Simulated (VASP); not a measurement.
# Sr (R-3c) in VASP: single point with PBE

Aim: the single point of Sr with PBE.

Program: VASP 6.6.1. These are calculated values, not measurements. Logs are shortened: lines on timing, memory, paths and dates and some standing lists are left out, and cuts for length are marked.

**1. The cell of the first run**

The structure is trigonal, space group R-3c (No. 167). The conventional cell has a = 7.937 Å, b = 7.937 Å, c = 21.781 Å, α = 90.00°, β = 90.00°, γ = 120.00°. Within 5.5 Å of Sr (site symmetry 2) lie 10 Sr at 4.01 to 5.43 Å.

The cell was built from a structure type or drawn by symmetry, and may not be a known phase.

**2. Single point, PBE**

The input, INCAR:

```
PREC     = Accurate       # precision mode
ENCUT    = 520            # plane-wave cutoff, eV
EDIFF    = 1E-7           # SCF threshold, eV
ISMEAR   = 0              # smearing method
SIGMA    = 0.1            # smearing width, eV
LREAL    = False          # projectors in reciprocal space
LASPH    = True           # aspherical terms in the spheres
NELM     = 100            # most SCF steps
ALGO     = Normal         # electronic algorithm
ISIF     = 2              # what is computed and relaxed
LWAVE    = False          # write WAVECAR
LCHARG   = False          # write CHGCAR
GGA      = PE             # functional
NBANDS   = 39             # bands
```

The input, KPOINTS:

```
Automatic mesh
0
Gamma
  3 3 3
```

The input, POSCAR:

```
Sr
1.0
    3.9683083800      2.2911039100      7.2603500600
   -3.9683083800      2.2911039100      7.2603500600
    0.0000000000     -4.5822078200      7.2603500600
Sr
6
Direct
    0.7909289800      0.7090710200      0.2500000000
    0.2500000000      0.7909289800      0.7090710200
    0.7090710200      0.2500000000      0.7909289800
    0.2090710200      0.2909289800      0.7500000000
    0.7500000000      0.2090710200      0.2909289800
    0.2909289800      0.7500000000      0.2090710200
```

Potentials or basis: VASP PAW PBE potentials, release 64 (Sr_sv).

Launch:

```console
$ cat potpaw_PBE.64/Sr_sv/POTCAR > POTCAR
$ mpirun -np 1 vasp_std > vasp.out
```

OUTCAR:

```text
PREC = Accurate
   ENCUT = 520
   EDIFF = 1E-7
   ISMEAR = 0
   LREAL = False
   LASPH = True
   NELM = 100
   ISIF = 2
   GGA = PE

 ion  position               nearest neighbor table
   1  0.791  0.709  0.250-   3 4.01   2 4.01   3 4.01   2 4.01   5 4.30   6 4.30   5 4.30   6 4.30

   2  0.250  0.791  0.709-   1 4.01   1 4.01   3 4.01   3 4.01   6 4.30   6 4.30   4 4.30   4 4.30

   3  0.709  0.250  0.791-   1 4.01   1 4.01   2 4.01   2 4.01   5 4.30   5 4.30   4 4.30   4 4.30

   4  0.209  0.291  0.750-   5 4.01   6 4.01   5 4.01   6 4.01   2 4.30   3 4.30   3 4.30   2 4.30

   5  0.750  0.209  0.291-   4 4.01   4 4.01   6 4.01   6 4.01   3 4.30   3 4.30   1 4.30   1 4.30

   6  0.291  0.750  0.209-   4 4.01   4 4.01   5 4.01   5 4.01   2 4.30   2 4.30   1 4.30   1 4.30

  LATTYP: Found a trigonal (rhomboedric) cell.
 ALAT       =     8.5854127169
 COS(alpha) =     0.5727141914

  Lattice vectors:

 A1 = (   3.9683083800,   2.2911039100,   7.2603500600)
 A2 = (  -3.9683083800,   2.2911039100,   7.2603500600)
 A3 = (   0.0000000000,  -4.5822078200,   7.2603500600)

Analysis of symmetry for initial positions (statically):
=====================================================================
 Subroutine PRICEL returns:
 Original cell was already a primitive cell.

 Routine SETGRP: Setting up the symmetry group for a
 trigonal (rhombohedral) supercell.

 Subroutine GETGRP returns: Found 12 space group operations
 (whereof  6 operations were pure point group operations)
 out of a pool of 12 trial point group operations.

The static configuration has the point symmetry S_6 .
 The point group associated with its full space group is D_3d.

Analysis of symmetry for dynamics (positions and initial velocities):
=====================================================================
 Subroutine PRICEL returns:
 Original cell was already a primitive cell.

 Routine SETGRP: Setting up the symmetry group for a
 trigonal (rhombohedral) supercell.

 Subroutine GETGRP returns: Found 12 space group operations
 (whereof  6 operations were pure point group operations)
 out of a pool of 12 trial point group operations.

The dynamic configuration has the point symmetry S_6 .
 The point group associated with its full space group is D_3d.

 Subroutine INISYM returns: Found 12 space group operations
 (whereof  6 operations are pure point group operations),
 and found     1 'primitive' translations

----------------------------------------------------------------------------------------

                                     Primitive cell

  volume of cell :     396.0582

  direct lattice vectors                    reciprocal lattice vectors
     3.968308380  2.291103910  7.260350060     0.125998272  0.072745136  0.045911469
    -3.968308380  2.291103910  7.260350060    -0.125998272  0.072745136  0.045911469
     0.000000000 -4.582207820  7.260350060     0.000000000 -0.145490273  0.045911469

  length of vectors
     8.585412717  8.585412717  8.585412716     0.152562389  0.152562389  0.152562389

  position of ions in fractional coordinates (direct lattice)
     0.790928980  0.709071020  0.250000000
     0.250000000  0.790928980  0.709071020
     0.709071020  0.250000000  0.790928980
     0.209071020  0.290928980  0.750000000
     0.750000000  0.209071020  0.290928980
     0.290928980  0.750000000  0.209071020

  ion indices of the primitive-cell ions
   primitive index   ion index
                 1           1
                 2           2
                 3           3
                 4           4
                 5           5
                 6           6

----------------------------------------------------------------------------------------

 KPOINTS: Automatic mesh

Automatic generation of k-mesh.
 Grid dimensions read from file:
 generate k-points for:    3    3    3

 Generating k-lattice:

  Cartesian coordinates                     Fractional coordinates (reciprocal lattice)
     0.041999424  0.024248379  0.015303823     0.333333333  0.000000000 -0.000000000
    -0.041999424  0.024248379  0.015303823     0.000000000  0.333333333 -0.000000000
     0.000000000 -0.048496758  0.015303823    -0.000000000 -0.000000000  0.333333333

  Length of vectors
     0.050854130  0.050854130  0.050854130

  Shift w.r.t. Gamma in fractional coordinates (k-lattice)
     0.000000000  0.000000000  0.000000000

 Subroutine IBZKPT returns following result:
 ===========================================

 Found      6 irreducible k-points:

 Following reciprocal coordinates:
            Coordinates               Weight
  0.000000  0.000000  0.000000      1.000000
  0.333333  0.000000  0.000000      6.000000
  0.333333  0.333333  0.000000      6.000000
 -0.333333  0.333333  0.000000      6.000000
  0.333333  0.333333  0.333333      2.000000
 -0.333333  0.333333  0.333333      6.000000
   k-points           NKPTS =      6   k-points in BZ     NKDIM =      6   number of bands    NBANDS=     39
   number of dos      NEDOS =    301   number of ions     NIONS =      6
   total plane-waves  NPLWV = 262144
   dimension x,y,z NGX =    64 NGY =   64 NGZ =   64
   dimension x,y,z NGXF=   128 NGYF=  128 NGZF=  128
   ions per type =               6
   NGX,Y,Z   is equivalent  to a cutoff of  12.39, 12.39, 12.39 a.u.
   NGXF,Y,Z  is equivalent  to a cutoff of  24.79, 24.79, 24.79 a.u.
 SYSTEM =  unknown system
   PREC   = accura    normal or accurate (medium, high low for compatibility)
   ISTART =      0    job   : 0-new  1-cont  2-samecut
   ICHARG =      2    charge: 1-file 2-atom 10-const
   ISPIN  =      1    spin polarized calculation?
   LNONCOLLINEAR =      F non collinear calculations
   LSORBIT =      F    spin-orbit coupling
   LASPH  =      T    aspherical Exc in radial PAW
   ENCUT  =  520.0 eV  38.22 Ry    6.18 a.u.  15.96 15.96 15.96*2*pi/ulx,y,z
   NELM   =    100;   NELMIN=  2; NELMDL= -5     # of ELM steps
   EDIFF  = 0.1E-06   stopping-criterion for ELM
   LREAL  =      F    real-space projection
   EDIFFG = 0.1E-05   stopping-criterion for IOM
   NSW    =      0    number of steps for IOM
   IBRION =     -1    ionic relax: 0-MD 1-quasi-New 2-CG
   NFREE  =      0    steps in history (QN), initial steepest desc. (CG)
   ISIF   =      2    stress and relaxation
   ISYM   =      2    0-nonsym 1-usesym 2-fastsym
   POTIM  = 0.5000    time-step for ionic-motion
   TEBEG  =    0.0;   TEEND  =   0.0 temperature during run
   PSTRESS=    0.0 pullay stress
   NELECT =      60.0000    total number of electrons
   NUPDOWN=      -1.0000    fix difference up-down
   EMIN   =  10.00;   EMAX   =-10.00  energy-range for DOS
   EFERMI =   0.00;   METHOD = LEGACY
   ISMEAR =     0;   SIGMA  =   0.10  broadening in eV -4-tet -1-fermi 0-gaus
   EFERMI_NEDOS =   21; number of points for ismear=-14 and -15
   IALGO  =     38    algorithm
   IMIX   =      4    mixing-type and parameters
     AMIX     =   0.40;   BMIX     =  1.00
     AMIX_MAG =   1.60;   BMIX_MAG =  1.00
  volume/ion in A,a.u.               =      66.01       445.46
  Fermi-wavevector in a.u.,A,eV,Ry     =   0.872715  1.649191 10.362616  0.761631
  Thomas-Fermi vector in A             =   1.992003
   LORBIT       =      0    0 simple, 1 ext, 2 COOP (PROOUT), +10 PAW based schemes
   GGA     = PE    functional components
   LHFCALC =     F    Hartree Fock is set to
   AEXX    =    0.0000 exact exchange contribution
   IVDW    =     0    specifies the selected vdW correction
   LEPSILON=     F    determine dielectric tensor
   LRPA    =     F    only Hartree local field effects (RPA)
 non-spin polarized calculation
 Gauss-broadening in eV      SIGMA  =   0.10
  energy-cutoff  :      520.00
  volume of cell :      396.06
 maximum number of plane-waves:     10683
   NGX = 31   NGY = 31   NGZ = 31

 number of electron      60.0000001 magnetization

 Free energy of the ion-electron system (eV)
  ---------------------------------------------------
  ext. energy  EPLUGINS =         0.00000000
  ---------------------------------------------------
  free energy    TOTEN  =        -7.80818036 eV

  energy without entropy =       -7.76169510  energy(sigma->0) =       -7.78493773

 E-fermi :   0.8826     XC(G=0):  -6.7477

 val. band max:        0.7916296714   @ k =   0.3333   0.0000   0.0000
 cond. band min:       0.8843165481   @ k =   0.0000   0.0000   0.0000
 fundamental gap:      0.0926868766
 Fermi energy:         0.8826337798

 k-point     1 :       0.0000    0.0000    0.0000
  band No.  band energies     occupation
      1     -36.0307      2.00000
      2     -36.0226      2.00000
      3     -36.0127      2.00000
      4     -36.0127      2.00000
      5     -36.0088      2.00000
      6     -36.0088      2.00000
[... 31 lines left out ...]
     38       2.0833      0.00000
     39       2.0833      0.00000

 k-point     2 :       0.3333    0.0000    0.0000
  band No.  band energies     occupation
      1     -36.0266      2.00000
      2     -36.0205      2.00000
      3     -36.0158      2.00000
      4     -36.0119      2.00000
      5     -36.0117      2.00000
      6     -36.0098      2.00000
[... 31 lines left out ...]
     38       1.9460      0.00000
     39       2.2782      0.00000

 k-point     3 :       0.3333    0.3333    0.0000
  band No.  band energies     occupation
      1     -36.0261      2.00000
      2     -36.0205      2.00000
      3     -36.0148      2.00000
      4     -36.0134      2.00000
      5     -36.0127      2.00000
      6     -36.0088      2.00000
[... 31 lines left out ...]
     38       2.1250      0.00000
     39       2.2087      0.00000

 k-point     4 :      -0.3333    0.3333    0.0000
  band No.  band energies     occupation
      1     -36.0209      2.00000
      2     -36.0207      2.00000
      3     -36.0170      2.00000
      4     -36.0167      2.00000
      5     -36.0105      2.00000
      6     -36.0104      2.00000
[... 31 lines left out ...]
     38       1.9926      0.00000
     39       2.0631      0.00000

 k-point     5 :       0.3333    0.3333    0.3333
  band No.  band energies     occupation
      1     -36.0287      2.00000
      2     -36.0246      2.00000
      3     -36.0117      2.00000
      4     -36.0117      2.00000
      5     -36.0098      2.00000
      6     -36.0098      2.00000
[... 31 lines left out ...]
     38       1.9235      0.00000
     39       1.9235      0.00000

 k-point     6 :      -0.3333    0.3333    0.3333
  band No.  band energies     occupation
      1     -36.0238      2.00000
      2     -36.0231      2.00000
      3     -36.0153      2.00000
      4     -36.0126      2.00000
      5     -36.0117      2.00000
      6     -36.0097      2.00000
[... 31 lines left out ...]
     38       2.0487      0.00000
     39       2.2970      0.00000

------------------------ aborting loop because EDIFF is reached ----------------------------------------

  FORCE on cell =-STRESS in cart. coord.  units (eV):
  Direction    XX          YY          ZZ          XY          YZ          ZX
  --------------------------------------------------------------------------------------
  -------------------------------------------------------------------------------------
  Total        1.5872308      1.5872308     -3.7362993     -0.0000000      0.0000000     -0.0000000
  in kB        6.4208372      6.4208372    -15.1144806     -0.0000000      0.0000000     -0.0000000
  external PRESSURE =      -0.7576021 kB  Pullay stress =       0.0000000 kB

 VOLUME and BASIS-vectors are now :
 -----------------------------------------------------------------------------
  energy-cutoff  :      520.00
  volume of cell :      396.06
      direct lattice vectors                 reciprocal lattice vectors
     3.968308380  2.291103910  7.260350060     0.125998272  0.072745136  0.045911469
    -3.968308380  2.291103910  7.260350060    -0.125998272  0.072745136  0.045911469
     0.000000000 -4.582207820  7.260350060     0.000000000 -0.145490273  0.045911469

 POSITION                                       TOTAL-FORCE (eV/Angst)
 -----------------------------------------------------------------------------------
      0.32484      2.29110     12.70561         0.240708     -0.000000     -0.000000
     -2.14657     -0.86423     12.70561        -0.120354      0.208459      0.000000
      1.82174     -1.42687     12.70561        -0.120354     -0.208459      0.000000
     -0.32484     -2.29110      9.07544        -0.240708     -0.000000     -0.000000
      2.14657      0.86423      9.07544         0.120354     -0.208459      0.000000
     -1.82174      1.42687      9.07544         0.120354      0.208459      0.000000
 -----------------------------------------------------------------------------------
    total drift:                                0.000000     -0.000000     -0.000000

  FREE ENERGIE OF THE ION-ELECTRON SYSTEM (eV)
  ---------------------------------------------------
  free  energy   TOTEN  =        -7.8081803615 eV

  energy  without entropy=       -7.7616950960  energy(sigma->0) =       -7.78493773
```

Wall time 4.8 min (1 thread of Intel Xeon 8259CL, shared host); peak memory 0.57 GiB.

What came out:

```
Free energy            : -7.8082 eV
Pressure               : -0.1 GPa
Largest force          : 0.241 eV/Å
Band gap on the k mesh : zero (bands 30 and 31 overlap by 0.24 eV)
```

Forces on the atoms (eV/Å):
```
Sr   0.241  0.000  0.000
Sr  -0.120  0.208  0.000
Sr  -0.120 -0.208  0.000
Sr  -0.241  0.000  0.000
Sr   0.120 -0.208  0.000
Sr   0.120  0.208  0.000
```

Stress tensor (GPa, compression positive):
```
 0.64  0.00  0.00
 0.00  0.64  0.00
 0.00  0.00 -1.51
```

Levels at points of the mesh, in eV from the Fermi level:
```csv
k point,band 26,band 27,band 28,band 29,band 30,band 31,band 32,band 33,band 34,band 35
"(0.00, 0.00, 0.00)",-1.09,-0.54,-0.54,-0.45,-0.16,0.00,0.15,0.15,0.52,0.62
```
